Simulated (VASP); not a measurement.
Runs of VASP 6.6.1 on H. The structure is that of space group P4/mmm (No. 123), or close to it. The cells are those of the table. 

| level | potentials or basis | cell | gap on the mesh (eV) | pressure (GPa) |
| --- | --- | --- | --- | --- |
| PBE | VASP PAW PBE potentials, release 64 (H) | a = 2.618, b = 2.618, c = 0.939 Å, 1 atom | none | 7.0 |
| PBE | VASP PAW PBE potentials, release 64 (H) | a = 2.711, b = 2.711, c = 0.974 Å, 1 atom | none | 2.1 |
| PBE | VASP PAW PBE potentials, release 64 (H) | a = 2.604, b = 2.604, c = 0.934 Å, 1 atom | none | 7.8 |
| PBE | VASP PAW PBE potentials, release 64 (H) | a = 2.545, b = 2.545, c = 0.971 Å, angles 90.0, 90.0, 90.3°, 1 atom | none | 3.1 |
| PBEsol | VASP PAW PBE potentials, release 64 (H) | a = 2.645, b = 2.645, c = 0.891 Å, 1 atom | none | (b) |
| PBE | VASP PAW PBE potentials, release 64 (H) | a = 2.674, b = 2.538, c = 0.952 Å, angles 86.9, 88.9, 90.5°, 1 atom | none | (a) |
| LDA | VASP PAW LDA potentials, release 64 (H) | a = 2.808, b = 2.808, c = 0.951 Å, 1 atom | none | 4.2 |
| PBE | VASP PAW PBE potentials, release 64 (H) | a = 2.509, b = 2.640, c = 0.998 Å, angles 90.0, 90.0, 88.3°, 1 atom | none | -0.1 |
| r2SCAN | VASP PAW PBE potentials, release 64 (H) | a = 2.722, b = 2.722, c = 0.919 Å, 1 atom | none | (c) |
| PBE | VASP PAW PBE potentials, release 64 (H) | a = 2.635, b = 2.635, c = 1.034 Å, 1 atom | none | -3.6 |

Alike in all rows: task single point; no spin polarisation; k mesh 14 × 14 × 34; cutoff (eV) 520; smearing gaussian 0.05 eV.

Question: Fill in the values left out.

Answer: (a) 5.3; (b) 14.8; (c) 7.6.

Caveats: the PAW data sets were made with another functional, which shifts forces and pressure a little (some runs).

A gap of «none» marks levels without a gap at the run's occupations.
